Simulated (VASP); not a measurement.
Write the native input for VASP 6.6.1 that does the following.

```yaml
Task: single point
Functional: PBE
Dispersion: D3(BJ)
Potentials_or_basis: VASP PAW PBE potentials, release 64 (Si, B)
Cutoff: 520 eV
k_mesh: 2 × 2 × 2
Occupations: fermi-dirac, width 0.02 eV
Spin: collinear spin, ferromagnetic start
Starting_moments: "[0.0, 0.0, 0.0, 0.0, 0.0, 0.0, 0.0, 0.0, 0.0, 0.0, 0.0, 0.0, 0.0, 0.0, 0.0, 0.0, 1.0] μB"
Dipole_correction: no
Further_INCAR_settings: LREAL = Auto; ALGO = Normal; EDIFF = 1e-06; NBANDS = 52
```

The structure of Si16B (a cell with a defect) lies in POSCAR:

```
Si16B
1.0
    0.0000000000      5.4300000000      5.4300000000
    5.4300000000      0.0000000000      5.4300000000
    5.4300000000      5.4300000000      0.0000000000
Si B
16 1
Direct
   -0.0012998607      0.0012581975      0.0016884194
    0.1263994328      0.1244657454      0.1236046608
   -0.0017646145      0.0030959093      0.4957255340
    0.1284711801      0.1168131997      0.6262081554
   -0.0017502792      0.4970240244      0.0026248614
    0.1266836114      0.6247465805      0.1224574769
   -0.0043034603      0.5003580434      0.5070109661
    0.1286525660      0.6292198223      0.6282448667
    0.5025618260     -0.0006676656     -0.0032283646
    0.6259182025      0.1246003358      0.1242183771
    0.5028671630      0.0027922671      0.4962354558
    0.6263208500      0.1263912829      0.6210024623
    0.5024828445      0.4969942768      0.0027404150
    0.6258112714      0.6234015307      0.1253106278
    0.5024812906      0.4981076333      0.4971501493
    0.6130515947      0.6292884353      0.6288977152
    0.2356630819      0.7538810813      0.7671643214
```

These files were run (other wordings do the same):

INCAR

```
PREC = Accurate
ENCUT = 520
EDIFF = 1E-6
ISMEAR = -1
SIGMA = 0.02
LREAL = Auto
LASPH = T
NELM = 150
ALGO = Normal
ISIF = 2
LWAVE = F
LCHARG = F
ISPIN = 2
MAGMOM = 0 0 0 0 0 0 0 0 0 0 0 0 0 0 0 0 1
LORBIT = 11
GGA = PE
IVDW = 12
NBANDS = 52
```

KPOINTS

```
regular mesh
0
Gamma
  2 2 2
```

Potentials or basis: VASP PAW PBE potentials, release 64 (Si, B).

Run with:

```sh
$ cat potpaw_PBE.64/Si/POTCAR potpaw_PBE.64/B/POTCAR > POTCAR
$ mpirun -np 1 vasp_std > vasp.out
```

It gave:

```yaml
Pressure: 0.5 GPa
Largest_force: 0.024 eV/Å
Net_moment: 0.00 μB per cell
Valence_electrons_inside_the_program's_atomic_spheres: Si 1.68, 1.70, 1.69, 1.67; B 1.59
Dispersion_energy_per_atom: -0.314 eV
```

Caveat: the k points lie up to 0.50 Å⁻¹ apart.

Wall time 12 min on 1 thread of Oxide Virtual Turin-like Processor, with other jobs on the host, peak memory 0.67 GiB.
